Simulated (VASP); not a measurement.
AlN, 4 atoms in the cell. It takes space group P6_3/mmc (No. 194, hexagonal). The conventional cell has a = 3.222 Å, b = 3.222 Å, c = 4.347 Å, α = 90.00°, β = 90.00°, γ = 120.00°. Within 2.5 Å of Al (site symmetry -6m2) lie 5 N at 1.86 to 2.17 Å. Within 2.5 Å of N (site symmetry -6m2) lie 5 Al at 1.86 to 2.17 Å. 

| Item | Value |
| --- | --- |
| Program | VASP 6.6.1 |
| Task | single point |
| Functional | PBEsol |
| Potentials or basis | VASP PAW PBE potentials, release 64 (Al, N) |
| Cutoff | 520 eV |
| k mesh | 9 × 9 × 6 |
| Occupations | gaussian, width 0.05 eV |
| Spin | no spin polarisation |
| Dipole correction | no |
| Further INCAR settings | ALGO = Normal; EDIFF = 1e-06; NBANDS = 16 |

Potentials or basis: VASP PAW PBE potentials, release 64 (Al, N).

Launch:

```bash
$ cat potpaw_PBE.64/Al/POTCAR potpaw_PBE.64/N/POTCAR > POTCAR
$ mpirun -np 1 vasp_std > vasp.out
```

Hardware: 1 thread of Intel(R) Xeon(R) Platinum 8259CL CPU @ 2.50GHz (Skylake/Cascade Lake), on a shared host.

Task: How long does it take, and how much memory?

Result: Wall time 29 s on 1 thread of Intel(R) Xeon(R) Platinum 8259CL CPU @ 2.50GHz (Skylake/Cascade Lake) (shared host), peak memory 0.15 GiB. Counts: scf iterations 12, k points 48.
